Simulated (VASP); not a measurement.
Here is a VASP 6.6.1 calculation.

The input INCAR:

```
ALGO = Normal ; EDIFF = 1E-7
EDIFFG = -0.03 ; ENCUT = 600
GGA = PS ; IBRION = 2
ISIF = 3 ; ISMEAR = 1
LASPH = True ; LCHARG = False
LREAL = False ; LWAVE = False
NELM = 60 ; NSW = 80
PREC = Accurate ; SIGMA = 0.1
```

The input KPOINTS:

```
k-points
0
Gamma
  14 14 8
```

The input POSCAR:

```
Sb
1.0
    3.5000000000      0.0000000000      0.0000000000
   -1.7500000000      3.0310889132      0.0000000000
    0.0000000000      0.0000000000      5.7155000000
Sb
2
Direct
    0.3333333333      0.6666666667      0.2500000000
    0.6666666667      0.3333333333      0.7500000000
```

Potentials or basis: VASP PAW PBE potentials, release 64 (Sb).

The run is started by

```bash
$ cat potpaw_PBE.64/Sb/POTCAR > POTCAR
$ mpirun -np 1 vasp_std > vasp.out
```

Predict the relaxed cell.

a = 3.326 Å, b = 3.326 Å, c = 5.457 Å, α = 90.00°, β = 90.00°, γ = 120.00°.

What does it give for the space group after relaxing (to 0.05 Å)?

P6_3/mmc (No. 194).

Estimate the relaxed volume.

26.15 Å³/atom.

Estimate the band gap on the k mesh.

zero (band 5 reaches 13.35 eV, above the bottom of band 6 at 5.67 eV).

Final structure:
```
CELL_PARAMETERS angstrom
3.32648 0.00000 0.00000
-1.66324 2.88081 0.00000
0.00000 0.00000 5.45702
ATOMIC_POSITIONS crystal
Sb 0.33333 0.66667 0.25000
Sb 0.66667 0.33333 0.75000
```

Caveat: the PAW data sets were made with another functional, which shifts forces and pressure a little; spin-orbit coupling is left out, which moves the levels of the heavy elements.
